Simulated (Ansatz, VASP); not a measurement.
## Two plane-wave programs on Ta2Ga3

```
Ta Ga
1.0
     3.46829    0.00000    0.00000
     0.00000    3.46829    0.00000
     0.00000    0.00000    8.45500
Ta Ga
2 3
Direct
  0.00000 0.00000 0.36748
  0.00000 0.00000 0.63252
  0.50000 0.50000 0.12374
  0.50000 0.50000 0.87626
  0.50000 0.50000 0.50000
```

Alike in both runs: task single point; functional PBE; k mesh 6 × 6 × 2; occupations gaussian, width 0.1 eV; no spin polarisation.

|  | VASP | Ansatz |
| --- | --- | --- |
| version | VASP 6.6.1 | Ansatz 0.2.0 |
| potentials or method | VASP PAW PBE potentials, release 64 (Ta_pv, Ga_d), cutoff 520 eV | scalar-relativistic, plane waves, PAW |
| valence electrons in the cell | 61 | 65 |

Ansatz gave:

```
gap on the k mesh at the Fermi level (eV)                     : none
pressure (GPa)                                                : 6.1
traceless stress, the component that is largest in VASP (GPa) : 21.19
rms of the force components (eV/Å)                            : 3.479
```

Estimate VASP's values.

gap on the k mesh at the Fermi level (eV): none; pressure (GPa): 6.5; traceless stress, the component that is largest in VASP (GPa): 21.63; rms of the force components (eV/Å): 3.538.

Atom by atom the forces differ by 0.064 eV/Å (rms over components). A gap of «none» marks a metal or a gap that the smearing closes. The functional is the same, so the differences come from potentials, cutoffs and numerics. VASP's potentials hold 61 valence electrons a cell and Ansatz's 65, so a difference there can come from the potentials and not from the codes.

The k mesh is coarse, so the values compare programs but aren't converged. Neither program's run includes spin-orbit coupling.
